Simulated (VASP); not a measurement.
# Al2GaP3 (P31m) in VASP: relaxation of cell and atoms with PBE

Aim: the relaxation of cell and atoms of Al2GaP3 with PBE.

All numbers are computed with VASP 6.6.1; they aren't measurements. Logs are shortened: lines on timing, memory, paths and dates and some standing lists are left out, and cuts for length are marked.

## (1) The cell of the first run

Symmetry: P31m, No. 157, trigonal system. The conventional cell has a = 6.731 Å, b = 6.731 Å, c = 6.389 Å, α = 90.00°, β = 90.00°, γ = 120.00°. Al (site symmetry 3m) has 4 P at 2.38 to 2.39 Å within 3.1 Å. Within 3.1 Å of Al (site symmetry m) lie 4 P at 2.38 to 2.39 Å. Ga (site symmetry 3) has 4 P at 2.39 to 2.40 Å within 3.2 Å. P (site symmetry 3) has 3 Al at 2.38 Å and 1 Ga at 2.40 Å within 3.1 Å. Within 3.1 Å of P (site symmetry 3m) lie 4 Al at 2.38 to 2.39 Å. Within 3.1 Å of P (site symmetry m) lie 2 Al at 2.38 to 2.39 Å and 2 Ga at 2.39 Å.

## (2) Relaxation of cell and atoms, PBE

Contents of INCAR:

```
SYSTEM = Al2GaP3
ALGO = Normal ; EDIFF = 1E-6
EDIFFG = -0.01 ; ENCUT = 600
GGA = PE ; IBRION = 2
ISIF = 3 ; ISMEAR = 0
LASPH = .True. ; LCHARG = .False.
LREAL = .False. ; LWAVE = .False.
NELM = 60 ; NSW = 100
PREC = Accurate ; SIGMA = 0.02
```

Contents of KPOINTS:

```
k-points
0
Gamma
  6 6 4
  0 0 0
```

Contents of POSCAR:

```
Al2GaP3
1.0
    6.7305890000      0.0000000000      0.0000000000
   -3.3652945000      5.8288611000      0.0000000000
    0.0000000000      0.0000000000      6.3887221000
Al Ga P
4 2 6
Direct
    0.0000000000      0.0000000000      0.0003880000
    0.6667410000      0.6667410000      0.4996800000
    0.3332590000      0.0000000000      0.4996800000
    0.0000000000      0.3332590000      0.4996800000
    0.3333333000      0.6666667000      0.0009550000
    0.6666667000      0.3333333000      0.0009550000
    0.3333333000      0.6666667000      0.3758420000
    0.0000000000      0.0000000000      0.3744660000
    0.6666667000      0.3333333000      0.3758420000
    0.6670770000      0.6670770000      0.8741710000
    0.3329230000      0.0000000000      0.8741710000
    0.0000000000      0.3329230000      0.8741710000
```

Potentials or basis: VASP PAW PBE potentials, release 64 (Al, Ga_d, P).

Launch:

```sh
cat potpaw_PBE.64/Al/POTCAR potpaw_PBE.64/Ga_d/POTCAR potpaw_PBE.64/P/POTCAR > POTCAR
mpirun -np 1 vasp_std > vasp.out
```

OUTCAR:

```text
SYSTEM = Al2GaP3
   EDIFF = 1E-6
   EDIFFG = -0.01
   ENCUT = 600
   GGA = PE
   IBRION = 2
   ISIF = 3
   ISMEAR = 0
   LASPH = .True.
   LREAL = .False.
   NELM = 60
   NSW = 100
   PREC = Accurate

 ion  position               nearest neighbor table
   1  0.000  0.000  0.000-  11 2.38  10 2.38  12 2.38   8 2.39
   2  0.667  0.667  0.500-   7 2.38   9 2.38   8 2.38  10 2.39
   3  0.333  0.000  0.500-   7 2.38   9 2.38   8 2.38  11 2.39
   4  0.000  0.333  0.500-   9 2.38   7 2.38   8 2.38  12 2.39
   5  0.333  0.667  0.001-  11 2.39  12 2.39  10 2.39   7 2.40
   6  0.667  0.333  0.001-  12 2.39  11 2.39  10 2.39   9 2.40
   7  0.333  0.667  0.376-   3 2.38   4 2.38   2 2.38   5 2.40
   8  0.000  0.000  0.374-   3 2.38   2 2.38   4 2.38   1 2.39
   9  0.667  0.333  0.376-   4 2.38   3 2.38   2 2.38   6 2.40
  10  0.667  0.667  0.874-   1 2.38   5 2.39   6 2.39   2 2.39
  11  0.333  0.000  0.874-   1 2.38   5 2.39   6 2.39   3 2.39
  12  0.000  0.333  0.874-   1 2.38   6 2.39   5 2.39   4 2.39

  LATTYP: Found a hexagonal cell.
 ALAT       =     6.7305890000
 C/A-ratio  =     0.9492069862

  Lattice vectors:

 A1 = (   6.7305890000,   0.0000000000,   0.0000000000)
 A2 = (  -3.3652945000,   5.8288611000,   0.0000000000)
 A3 = (   0.0000000000,   0.0000000000,   6.3887221000)

Analysis of symmetry for initial positions (statically):
=====================================================================
 Subroutine PRICEL returns:
 Original cell was already a primitive cell.

 Routine SETGRP: Setting up the symmetry group for a
 hexagonal supercell.

 Subroutine GETGRP returns: Found  6 space group operations
 (whereof  6 operations were pure point group operations)
 out of a pool of 24 trial point group operations.

The static configuration has the point symmetry C_3v.

Analysis of symmetry for dynamics (positions and initial velocities):
=====================================================================
 Subroutine PRICEL returns:
 Original cell was already a primitive cell.

 Routine SETGRP: Setting up the symmetry group for a
 hexagonal supercell.

 Subroutine GETGRP returns: Found  6 space group operations
 (whereof  6 operations were pure point group operations)
 out of a pool of 24 trial point group operations.

The dynamic configuration has the point symmetry C_3v.

 Subroutine INISYM returns: Found  6 space group operations
 (whereof  6 operations are pure point group operations),
 and found     1 'primitive' translations

----------------------------------------------------------------------------------------

                                     Primitive cell

  volume of cell :     250.6402

  direct lattice vectors                    reciprocal lattice vectors
     6.730589000  0.000000000  0.000000000     0.148575407  0.085780051  0.000000000
    -3.365294500  5.828861100  0.000000000     0.000000000  0.171560101  0.000000000
     0.000000000  0.000000000  6.388722100     0.000000000  0.000000000  0.156525825

  length of vectors
     6.730589000  6.730589038  6.388722100     0.171560102  0.171560101  0.156525825

  position of ions in fractional coordinates (direct lattice)
     0.000000000  0.000000000  0.000388000
     0.666741000  0.666741000  0.499680000
     0.333259000  0.000000000  0.499680000
     0.000000000  0.333259000  0.499680000
     0.333333300  0.666666700  0.000955000
     0.666666700  0.333333300  0.000955000
     0.333333300  0.666666700  0.375842000
     0.000000000  0.000000000  0.374466000
     0.666666700  0.333333300  0.375842000
     0.667077000  0.667077000  0.874171000
     0.332923000  0.000000000  0.874171000
     0.000000000  0.332923000  0.874171000

  ion indices of the primitive-cell ions
   primitive index   ion index
                 1           1
                 2           2
                 3           3
                 4           4
                 5           5
                 6           6
                 7           7
                 8           8
                 9           9
                10          10
                11          11
                12          12

----------------------------------------------------------------------------------------

 KPOINTS: k-points

Automatic generation of k-mesh.
 Grid dimensions read from file:
 generate k-points for:    6    6    4

 Generating k-lattice:

  Cartesian coordinates                     Fractional coordinates (reciprocal lattice)
     0.024762568  0.014296675  0.000000000     0.166666667  0.000000000  0.000000000
     0.000000000  0.028593350  0.000000000     0.000000000  0.166666667  0.000000000
     0.000000000  0.000000000  0.039131456     0.000000000  0.000000000  0.250000000

  Length of vectors
     0.028593350  0.028593350  0.039131456

  Shift w.r.t. Gamma in fractional coordinates (k-lattice)
     0.000000000  0.000000000  0.000000000

 Subroutine IBZKPT returns following result:
 ===========================================

 Found     24 irreducible k-points:

 Following reciprocal coordinates:
            Coordinates               Weight
  0.000000  0.000000  0.000000      1.000000
  0.166667 -0.000000  0.000000      6.000000
  0.333333 -0.000000  0.000000      6.000000
  0.500000 -0.000000  0.000000      3.000000
  0.166667  0.166667  0.000000      6.000000
  0.333333  0.166667  0.000000     12.000000
[... 16 lines left out ...]
  0.333333  0.166667  0.500000     12.000000
  0.333333  0.333333  0.500000      2.000000
   k-points           NKPTS =     24   k-points in BZ     NKDIM =     24   number of bands    NBANDS=     41
   number of dos      NEDOS =    301   number of ions     NIONS =     12
   total plane-waves  NPLWV = 157464
   dimension x,y,z NGX =    54 NGY =   54 NGZ =   54
   dimension x,y,z NGXF=   108 NGYF=  108 NGZF=  108
   ions per type =               4   2   6
   NGX,Y,Z   is equivalent  to a cutoff of  13.34, 13.34, 14.05 a.u.
   NGXF,Y,Z  is equivalent  to a cutoff of  26.68, 26.68, 28.10 a.u.
 SYSTEM =  Al2GaP3
   PREC   = accura    normal or accurate (medium, high low for compatibility)
   ISTART =      0    job   : 0-new  1-cont  2-samecut
   ICHARG =      2    charge: 1-file 2-atom 10-const
   ISPIN  =      1    spin polarized calculation?
   LNONCOLLINEAR =      F non collinear calculations
   LSORBIT =      F    spin-orbit coupling
   LASPH  =      T    aspherical Exc in radial PAW
   ENCUT  =  600.0 eV  44.10 Ry    6.64 a.u.  13.44 13.44 12.76*2*pi/ulx,y,z
   NELM   =     60;   NELMIN=  2; NELMDL= -5     # of ELM steps
   EDIFF  = 0.1E-05   stopping-criterion for ELM
   LREAL  =      F    real-space projection
   EDIFFG = -.1E-01   stopping-criterion for IOM
   NSW    =    100    number of steps for IOM
   IBRION =      2    ionic relax: 0-MD 1-quasi-New 2-CG
   NFREE  =      1    steps in history (QN), initial steepest desc. (CG)
   ISIF   =      3    stress and relaxation
   ISYM   =      2    0-nonsym 1-usesym 2-fastsym
   POTIM  = 0.5000    time-step for ionic-motion
   TEBEG  =    0.0;   TEEND  =   0.0 temperature during run
   PSTRESS=    0.0 pullay stress
   NELECT =      68.0000    total number of electrons
   NUPDOWN=      -1.0000    fix difference up-down
   EMIN   =  10.00;   EMAX   =-10.00  energy-range for DOS
   EFERMI =   0.00;   METHOD = LEGACY
   ISMEAR =     0;   SIGMA  =   0.02  broadening in eV -4-tet -1-fermi 0-gaus
   EFERMI_NEDOS =   21; number of points for ismear=-14 and -15
   IALGO  =     38    algorithm
   IMIX   =      4    mixing-type and parameters
     AMIX     =   0.40;   BMIX     =  1.00
     AMIX_MAG =   1.60;   BMIX_MAG =  1.00
  volume/ion in A,a.u.               =      20.89       140.95
  Fermi-wavevector in a.u.,A,eV,Ry     =   1.059809  2.002748 15.281993  1.123195
  Thomas-Fermi vector in A             =   2.195168
   LORBIT       =      0    0 simple, 1 ext, 2 COOP (PROOUT), +10 PAW based schemes
   GGA     = PE    functional components
   LHFCALC =     F    Hartree Fock is set to
   AEXX    =    0.0000 exact exchange contribution
   IVDW    =     0    specifies the selected vdW correction
   LEPSILON=     F    determine dielectric tensor
   LRPA    =     F    only Hartree local field effects (RPA)
 conjugate gradient relaxation of ions
 non-spin polarized calculation
 Gauss-broadening in eV      SIGMA  =   0.02
  energy-cutoff  :      600.00
  volume of cell :      250.64
 maximum number of plane-waves:      8407
 NGX is ok and might be reduce to    54
   NGX = 27   NGY = 27   NGZ = 25

 number of electron      68.0000017 magnetization

 Free energy of the ion-electron system (eV)
  ---------------------------------------------------
  ext. energy  EPLUGINS =         0.00000000
  ---------------------------------------------------
  free energy    TOTEN  =       -59.67163346 eV

  energy without entropy =      -59.67163346  energy(sigma->0) =      -59.67163346

 E-fermi :   4.5302     XC(G=0):  -9.2960

 val. band max:        4.4399916343   @ k =   0.0000   0.0000   0.0000
 cond. band min:       6.1471001865   @ k =   0.3333   0.3333   0.2500
 fundamental gap:      1.7071085522
 Fermi energy:         4.5302437621

 k-point     1 :       0.0000    0.0000    0.0000
  band No.  band energies     occupation
      1      -9.9255      2.00000
      2      -9.9255      2.00000
      3      -9.9132      2.00000
      4      -9.8806      2.00000
      5      -9.8704      2.00000
      6      -9.8704      2.00000
[... 33 lines left out ...]
     40       8.4763      0.00000
     41       8.9034      0.00000

 k-point     2 :       0.1667   -0.0000    0.0000
  band No.  band energies     occupation
      1      -9.9273      2.00000
      2      -9.9246      2.00000
      3      -9.9129      2.00000
      4      -9.8809      2.00000
      5      -9.8713      2.00000
      6      -9.8687      2.00000
[... 962 lines left out ...]
      1      -9.9354      2.00000
      2      -9.9154      2.00000
      3      -9.9154      2.00000
      4      -9.8774      2.00000
      5      -9.8774      2.00000
      6      -9.8617      2.00000
[... 33 lines left out ...]
     40       7.1718      0.00000
     41       8.1470      0.00000

------------------------ aborting loop because EDIFF is reached ----------------------------------------

  FORCE on cell =-STRESS in cart. coord.  units (eV):
  Direction    XX          YY          ZZ          XY          YZ          ZX
  --------------------------------------------------------------------------------------
  -------------------------------------------------------------------------------------
  Total       -0.1036032     -0.1036032     -0.0969713      0.0000000      0.0000000      0.0000000
  in kB       -0.6622666     -0.6622666     -0.6198733      0.0000000      0.0000000      0.0000000
  external PRESSURE =      -0.6481355 kB  Pullay stress =       0.0000000 kB

 VOLUME and BASIS-vectors are now :
 -----------------------------------------------------------------------------
  energy-cutoff  :      600.00
  volume of cell :      250.64
      direct lattice vectors                 reciprocal lattice vectors
     6.730589000  0.000000000  0.000000000     0.148575407  0.085780051  0.000000000
    -3.365294500  5.828861100  0.000000000     0.000000000  0.171560101  0.000000000
     0.000000000  0.000000000  6.388722100     0.000000000  0.000000000  0.156525825

 POSITION                                       TOTAL-FORCE (eV/Angst)
 -----------------------------------------------------------------------------------
      0.00000      0.00000      0.00248        -0.000000      0.000000      0.001831
      2.24378      3.88634      3.19232         0.000147      0.000254     -0.000710
      2.24303      0.00000      3.19232        -0.000293      0.000000     -0.000710
     -1.12151      1.94252      3.19232         0.000147     -0.000254     -0.000710
     -0.00000      3.88591      0.00610        -0.000000      0.000000      0.000068
      3.36529      1.94295      0.00610        -0.000000      0.000000      0.000068
     -0.00000      3.88591      2.40115        -0.000000      0.000000      0.005073
      0.00000      0.00000      2.39236        -0.000000      0.000000     -0.000753
      3.36529      1.94295      2.40115        -0.000000      0.000000      0.005073
      2.24491      3.88830      5.58484         0.002513      0.004353     -0.003077
      2.24077      0.00000      5.58484        -0.005027      0.000000     -0.003077
     -1.12038      1.94056      5.58484         0.002513     -0.004353     -0.003077
 -----------------------------------------------------------------------------------
    total drift:                               -0.000003     -0.000003      0.000035

  FREE ENERGIE OF THE ION-ELECTRON SYSTEM (eV)
  ---------------------------------------------------
  free  energy   TOTEN  =       -59.6716334571 eV

  energy  without entropy=      -59.6716334571  energy(sigma->0) =      -59.67163346

 reached required accuracy - stopping structural energy minimisation
```

Wall time 6.3 min (1 thread of Oxide Virtual Turin-like, shared host); peak memory 0.53 GiB.

Results:

```
Free energy                  : -59.6716 eV
Pressure after relaxing      : -0.1 GPa
Largest force after relaxing : 0.006 eV/Å
Band gap on the k mesh       : 1.71 eV (least direct gap 1.84 eV)
```

Forces on the atoms (eV/Å):
```
Al   0.000  0.000  0.002
Al   0.000  0.000 -0.001
Al   0.000  0.000 -0.001
Al   0.000  0.000 -0.001
Ga   0.000  0.000  0.000
Ga   0.000  0.000  0.000
P    0.000  0.000  0.005
P    0.000  0.000 -0.001
P    0.000  0.000  0.005
P    0.003  0.004 -0.003
P   -0.005  0.000 -0.003
P    0.003 -0.004 -0.003
```

Final structure:
```yaml
crystal:
  lattice:
    - [6.73059, 0.00000, 0.00000]
    - [-3.36529, 5.82886, 0.00000]
    - [0.00000, 0.00000, 6.38872]
  atoms:
    - { symbol: Al, position: [0.00000, 0.00000, 0.00039] }
    - { symbol: Al, position: [0.66674, 0.66674, 0.49968] }
    - { symbol: Al, position: [0.33326, 0.00000, 0.49968] }
    - { symbol: Al, position: [0.00000, 0.33326, 0.49968] }
    - { symbol: Ga, position: [0.33333, 0.66667, 0.00096] }
    - { symbol: Ga, position: [0.66667, 0.33333, 0.00096] }
    - { symbol: P, position: [0.33333, 0.66667, 0.37584] }
    - { symbol: P, position: [0.00000, 0.00000, 0.37447] }
    - { symbol: P, position: [0.66667, 0.33333, 0.37584] }
    - { symbol: P, position: [0.66708, 0.66708, 0.87417] }
    - { symbol: P, position: [0.33292, 0.00000, 0.87417] }
    - { symbol: P, position: [0.00000, 0.33292, 0.87417] }
```

Caveat: the relaxation stopped at its first step, so nothing moved.
